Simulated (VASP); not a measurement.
Set up this calculation in VASP 6.6.1, as the native input.

* Task: single point
* Functional: PBE
* Potentials or basis: VASP PAW PBE potentials, release 64 (Ga_d, N)
* Cutoff: 520 eV
* k mesh: 8 × 8 × 8
* Occupations: gaussian, width 0.01 eV
* Spin: no spin polarisation
* Dipole correction: no
* Further INCAR settings: ALGO = Normal; EDIFF = 1e-06; NBANDS = 16

The structure of GaN lies in POSCAR:

```
GaN
1.0
    0.0000000000      2.2684252826      2.2684252826
    2.2684252826      0.0000000000      2.2684252826
    2.2684252826      2.2684252826      0.0000000000
Ga N
1 1
Direct
    0.0000000000      0.0000000000      0.0000000000
    0.7500000000      0.7500000000      0.7500000000
```

These files were run (other wordings do the same):

INCAR

```
SYSTEM = GaN
PREC = Accurate
ENCUT = 520
EDIFF = 1E-6
ISMEAR = 0
SIGMA = 0.01
LREAL = .False.
LASPH = .True.
NELM = 100
ALGO = Normal
ISIF = 2
LWAVE = .False.
LCHARG = .True.
GGA = PE
LELF = .True.
LVHAR = .True.
NBANDS = 16
```

KPOINTS

```
regular mesh
0
Gamma
  8 8 8
  0 0 0
```

Potentials or basis: VASP PAW PBE potentials, release 64 (Ga_d, N).

Run with:

```console
$ cat potpaw_PBE.64/Ga_d/POTCAR potpaw_PBE.64/N/POTCAR > POTCAR
$ mpirun -np 1 vasp_std > vasp.out
```

It gave:

```
Pressure               : 1.4 GPa
Band gap on the k mesh : 1.60 eV, direct
```

It took 21 s on 1 thread of Intel Xeon 8259CL, with other jobs on the host, peak memory 0.14 GiB.
